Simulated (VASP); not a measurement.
# Au (Fm-3m) in VASP: single point with PBE

Aim: the single point of Au with PBE.

Everything below comes from runs of VASP 6.6.1. Logs are shortened: lines on timing, memory, paths and dates and some standing lists are left out, and cuts for length are marked.

## 1. The cell of the first run

The structure is cubic, space group Fm-3m (No. 225). The conventional cell has a = 4.078 Å, b = 4.078 Å, c = 4.078 Å, α = 90.00°, β = 90.00°, γ = 90.00°. Within 3.8 Å of Au (site symmetry m-3m) lie 12 Au at 2.88 Å.

## 2. Single point, PBE

Contents of INCAR:

```
SYSTEM = Au
  PREC = Accurate
  ENCUT = 500
  EDIFF = 1E-6
  ISMEAR = -1
  SIGMA = 0.1
  LREAL = .False.
  LASPH = .True.
  NELM = 120
  ALGO = Normal
  ISIF = 2
  LWAVE = .False.
  LCHARG = .False.
  GGA = PE
  NBANDS = 12
  GGA_COMPAT = .False.
```

Contents of KPOINTS:

```
regular mesh
0
Gamma
  4 4 4
  0 0 0
```

Contents of POSCAR:

```
Au
1.0
    0.0000000000      2.0390000000      2.0390000000
    2.0390000000      0.0000000000      2.0390000000
    2.0390000000      2.0390000000      0.0000000000
Au
1
Direct
    0.0000000000      0.0000000000      0.0000000000
```

Potentials or basis: VASP PAW PBE potentials, release 64 (Au).

Launch:

```console
$ cat potpaw_PBE.64/Au/POTCAR > POTCAR
$ mpirun -np 1 vasp_std > vasp.out
```

OUTCAR:

```text
SYSTEM = Au
   PREC = Accurate
   ENCUT = 500
   EDIFF = 1E-6
   ISMEAR = -1
   LREAL = .False.
   LASPH = .True.
   NELM = 120
   ISIF = 2
   GGA = PE

 ion  position               nearest neighbor table
   1  0.000  0.000  0.000-

  LATTYP: Found a face centered cubic cell.
 ALAT       =     4.0780000000

  Lattice vectors:

 A1 = (   0.0000000000,   2.0390000000,   2.0390000000)
 A2 = (   2.0390000000,   0.0000000000,   2.0390000000)
 A3 = (   2.0390000000,   2.0390000000,   0.0000000000)

Analysis of symmetry for initial positions (statically):
=====================================================================
 Subroutine PRICEL returns:
 Original cell was already a primitive cell.

 Routine SETGRP: Setting up the symmetry group for a
 face centered cubic supercell.

 Subroutine GETGRP returns: Found 48 space group operations
 (whereof 48 operations were pure point group operations)
 out of a pool of 48 trial point group operations.

The static configuration has the point symmetry O_h .

Analysis of symmetry for dynamics (positions and initial velocities):
=====================================================================
 Subroutine PRICEL returns:
 Original cell was already a primitive cell.

 Routine SETGRP: Setting up the symmetry group for a
 face centered cubic supercell.

 Subroutine GETGRP returns: Found 48 space group operations
 (whereof 48 operations were pure point group operations)
 out of a pool of 48 trial point group operations.

The dynamic configuration has the point symmetry O_h .

 Subroutine INISYM returns: Found 48 space group operations
 (whereof 48 operations are pure point group operations),
 and found     1 'primitive' translations

----------------------------------------------------------------------------------------

                                     Primitive cell

  volume of cell :      16.9544

  direct lattice vectors                    reciprocal lattice vectors
     0.000000000  2.039000000  2.039000000    -0.245218244  0.245218244  0.245218244
     2.039000000  0.000000000  2.039000000     0.245218244 -0.245218244  0.245218244
     2.039000000  2.039000000  0.000000000     0.245218244  0.245218244 -0.245218244

  length of vectors
     2.883581454  2.883581454  2.883581454     0.424730458  0.424730458  0.424730458

  position of ions in fractional coordinates (direct lattice)
     0.000000000  0.000000000  0.000000000

  ion indices of the primitive-cell ions
   primitive index   ion index
                 1           1

----------------------------------------------------------------------------------------

 KPOINTS: regular mesh

Automatic generation of k-mesh.
 Grid dimensions read from file:
 generate k-points for:    4    4    4

 Generating k-lattice:

  Cartesian coordinates                     Fractional coordinates (reciprocal lattice)
    -0.061304561  0.061304561  0.061304561     0.250000000  0.000000000  0.000000000
     0.061304561 -0.061304561  0.061304561     0.000000000  0.250000000  0.000000000
     0.061304561  0.061304561 -0.061304561     0.000000000  0.000000000  0.250000000

  Length of vectors
     0.106182614  0.106182614  0.106182614

  Shift w.r.t. Gamma in fractional coordinates (k-lattice)
     0.000000000  0.000000000  0.000000000

 Subroutine IBZKPT returns following result:
 ===========================================

 Found      8 irreducible k-points:

 Following reciprocal coordinates:
            Coordinates               Weight
  0.000000  0.000000  0.000000      1.000000
  0.250000  0.000000  0.000000      8.000000
  0.500000  0.000000  0.000000      4.000000
  0.250000  0.250000  0.000000      6.000000
  0.500000  0.250000  0.000000     24.000000
 -0.250000  0.250000  0.000000     12.000000
  0.500000  0.500000  0.000000      3.000000
 -0.250000  0.500000  0.250000      6.000000
   k-points           NKPTS =      8   k-points in BZ     NKDIM =      8   number of bands    NBANDS=     12
   number of dos      NEDOS =    301   number of ions     NIONS =      1
   total plane-waves  NPLWV =  13824
   dimension x,y,z NGX =    24 NGY =   24 NGZ =   24
   dimension x,y,z NGXF=    48 NGYF=   48 NGZF=   48
   ions per type =               1
   NGX,Y,Z   is equivalent  to a cutoff of  13.84, 13.84, 13.84 a.u.
   NGXF,Y,Z  is equivalent  to a cutoff of  27.67, 27.67, 27.67 a.u.
 SYSTEM =  Au
   PREC   = accura    normal or accurate (medium, high low for compatibility)
   ISTART =      0    job   : 0-new  1-cont  2-samecut
   ICHARG =      2    charge: 1-file 2-atom 10-const
   ISPIN  =      1    spin polarized calculation?
   LNONCOLLINEAR =      F non collinear calculations
   LSORBIT =      F    spin-orbit coupling
   LASPH  =      T    aspherical Exc in radial PAW
   ENCUT  =  500.0 eV  36.75 Ry    6.06 a.u.   5.26  5.26  5.26*2*pi/ulx,y,z
   NELM   =    120;   NELMIN=  2; NELMDL= -5     # of ELM steps
   EDIFF  = 0.1E-05   stopping-criterion for ELM
   LREAL  =      F    real-space projection
   EDIFFG = 0.1E-04   stopping-criterion for IOM
   NSW    =      0    number of steps for IOM
   IBRION =     -1    ionic relax: 0-MD 1-quasi-New 2-CG
   NFREE  =      0    steps in history (QN), initial steepest desc. (CG)
   ISIF   =      2    stress and relaxation
   ISYM   =      2    0-nonsym 1-usesym 2-fastsym
   POTIM  = 0.5000    time-step for ionic-motion
   TEBEG  =    0.0;   TEEND  =   0.0 temperature during run
   PSTRESS=    0.0 pullay stress
   NELECT =      11.0000    total number of electrons
   NUPDOWN=      -1.0000    fix difference up-down
   EMIN   =  10.00;   EMAX   =-10.00  energy-range for DOS
   EFERMI =   0.00;   METHOD = LEGACY
   ISMEAR =    -1;   SIGMA  =   0.10  broadening in eV -4-tet -1-fermi 0-gaus
   EFERMI_NEDOS =   21; number of points for ismear=-14 and -15
   IALGO  =     38    algorithm
   IMIX   =      4    mixing-type and parameters
     AMIX     =   0.40;   BMIX     =  1.00
     AMIX_MAG =   1.60;   BMIX_MAG =  1.00
  volume/ion in A,a.u.               =      16.95       114.41
  Fermi-wavevector in a.u.,A,eV,Ry     =   1.417246  2.678206 27.328466  2.008586
  Thomas-Fermi vector in A             =   2.538496
   LORBIT       =      0    0 simple, 1 ext, 2 COOP (PROOUT), +10 PAW based schemes
   GGA     = PE    functional components
   LHFCALC =     F    Hartree Fock is set to
   AEXX    =    0.0000 exact exchange contribution
   IVDW    =     0    specifies the selected vdW correction
   LEPSILON=     F    determine dielectric tensor
   LRPA    =     F    only Hartree local field effects (RPA)
 non-spin polarized calculation
  energy-cutoff  :      500.00
  volume of cell :       16.95
 maximum number of plane-waves:       444
 NGX is ok and might be reduce to    24
   NGX = 11   NGY = 11   NGZ = 11

 number of electron      10.9999999 magnetization

 Free energy of the ion-electron system (eV)
  ---------------------------------------------------
  ext. energy  EPLUGINS =         0.00000000
  ---------------------------------------------------
  free energy    TOTEN  =        -2.99092409 eV

  energy without entropy =       -2.97755014  energy(sigma->0) =       -2.98423711

 E-fermi :  10.2702     XC(G=0): -12.7490

 val. band max:        9.2816230593   @ k =  -0.2500   0.2500   0.0000
 cond. band min:      10.5671335255   @ k =   0.5000   0.5000   0.0000
 fundamental gap:      1.2855104662
 Fermi energy:        10.2702282784

 k-point     1 :       0.0000    0.0000    0.0000
  band No.  band energies     occupation
      1      -0.3507      2.00000
      2       4.8417      2.00000
      3       4.8417      2.00000
      4       4.8417      2.00000
      5       6.3747      2.00000
      6       6.3747      2.00000
      7      24.0715      0.00000
      8      28.1084      0.00000
      9      28.1084      0.00000
     10      28.1084      0.00000
     11      33.0189      0.00000
     12      37.7255      0.00000

 k-point     2 :       0.2500    0.0000    0.0000
  band No.  band energies     occupation
      1       1.4560      2.00000
      2       4.7069      2.00000
      3       5.1238      2.00000
      4       5.1238      2.00000
      5       6.5389      2.00000
      6       6.5389      2.00000
      7      20.7709      0.00000
      8      25.1572      0.00000
      9      29.5817      0.00000
     10      29.5817      0.00000
     11      31.3477      0.00000
     12      32.6258      0.00000

 k-point     3 :       0.5000    0.0000    0.0000
  band No.  band energies     occupation
      1       2.1994      2.00000
      2       4.8056      2.00000
      3       4.8056      2.00000
      4       7.5841      2.00000
      5       7.5841      2.00000
      6       8.5789      2.00000
      7      12.6608      0.00000
      8      23.5249      0.00000
      9      26.7317      0.00000
     10      26.7317      0.00000
     11      34.5691      0.00000
     12      34.5691      0.00000

 k-point     4 :       0.2500    0.2500    0.0000
  band No.  band energies     occupation
      1       2.0851      2.00000
      2       3.7074      2.00000
      3       5.5393      2.00000
      4       6.0814      2.00000
      5       6.0814      2.00000
      6       6.9312      2.00000
      7      24.4038      0.00000
      8      24.4038      0.00000
      9      25.5541      0.00000
     10      26.7748      0.00000
     11      26.9179      0.00000
     12      35.3590      0.00000

 k-point     5 :       0.5000    0.2500    0.0000
  band No.  band energies     occupation
      1       3.0647      2.00000
      2       3.9810      2.00000
      3       5.1903      2.00000
      4       6.0324      2.00000
      5       7.6737      2.00000
      6      10.6002      0.07117
      7      14.9930      0.00000
      8      21.1289      0.00000
      9      23.0874      0.00000
     10      26.4399      0.00000
     11      33.6623      0.00000
     12      35.4096      0.00000

 k-point     6 :      -0.2500    0.2500    0.0000
  band No.  band energies     occupation
      1       3.4310      2.00000
      2       4.3001      2.00000
      3       4.6457      2.00000
      4       5.7677      2.00000
      5       6.3576      2.00000
      6       9.2816      1.99990
      7      18.1240      0.00000
      8      19.8538      0.00000
      9      26.0969      0.00000
     10      27.9509      0.00000
     11      31.1824      0.00000
     12      35.2529      0.00000

 k-point     7 :       0.5000    0.5000    0.0000
  band No.  band energies     occupation
      1       2.4500      2.00000
      2       2.7643      2.00000
      3       7.5414      2.00000
      4       7.9081      2.00000
      5       7.9081      2.00000
      6      10.5671      0.09769
      7      15.3787      0.00000
      8      19.5860      0.00000
      9      19.5860      0.00000
     10      26.8258      0.00000
     11      29.4475      0.00000
     12      37.0548      0.00000

 k-point     8 :      -0.2500    0.5000    0.2500
  band No.  band energies     occupation
      1       3.5594      2.00000
      2       4.3690      2.00000
      3       4.3690      2.00000
      4       6.2193      2.00000
      5       7.9101      2.00000
      6      14.3136      0.00000
      7      15.8836      0.00000
      8      15.8836      0.00000
      9      19.0237      0.00000
     10      32.2607      0.00000
     11      32.2607      0.00000
     12      33.9635      0.00000

------------------------ aborting loop because EDIFF is reached ----------------------------------------

  FORCE on cell =-STRESS in cart. coord.  units (eV):
  Direction    XX          YY          ZZ          XY          YZ          ZX
  --------------------------------------------------------------------------------------
  -------------------------------------------------------------------------------------
  Total        1.2706555      1.2706555      1.2706555     -0.0000000     -0.0000000      0.0000000
  in kB      120.0761393    120.0761393    120.0761393     -0.0000000     -0.0000000      0.0000000
  external PRESSURE =     120.0761393 kB  Pullay stress =       0.0000000 kB

 VOLUME and BASIS-vectors are now :
 -----------------------------------------------------------------------------
  energy-cutoff  :      500.00
  volume of cell :       16.95
      direct lattice vectors                 reciprocal lattice vectors
     0.000000000  2.039000000  2.039000000    -0.245218244  0.245218244  0.245218244
     2.039000000  0.000000000  2.039000000     0.245218244 -0.245218244  0.245218244
     2.039000000  2.039000000  0.000000000     0.245218244  0.245218244 -0.245218244

 POSITION                                       TOTAL-FORCE (eV/Angst)
 -----------------------------------------------------------------------------------
      0.00000      0.00000      0.00000         0.000000      0.000000     -0.000000
 -----------------------------------------------------------------------------------
    total drift:                               -0.000000      0.000000      0.000000

  FREE ENERGIE OF THE ION-ELECTRON SYSTEM (eV)
  ---------------------------------------------------
  free  energy   TOTEN  =        -2.9909240857 eV

  energy  without entropy=       -2.9775501373  energy(sigma->0) =       -2.98423711
```

Run time: 2.7 s. Hardware: 1 thread of AMD EPYC 9R45 (Zen 5), shared host; peak memory 0.1 GiB.

Results:

```yaml
Free_energy: -2.9909 eV
Pressure: 12.0 GPa
```

Caveat: the k points lie up to 0.67 Å⁻¹ apart; spin-orbit coupling is left out, which moves the levels of the heavy elements.
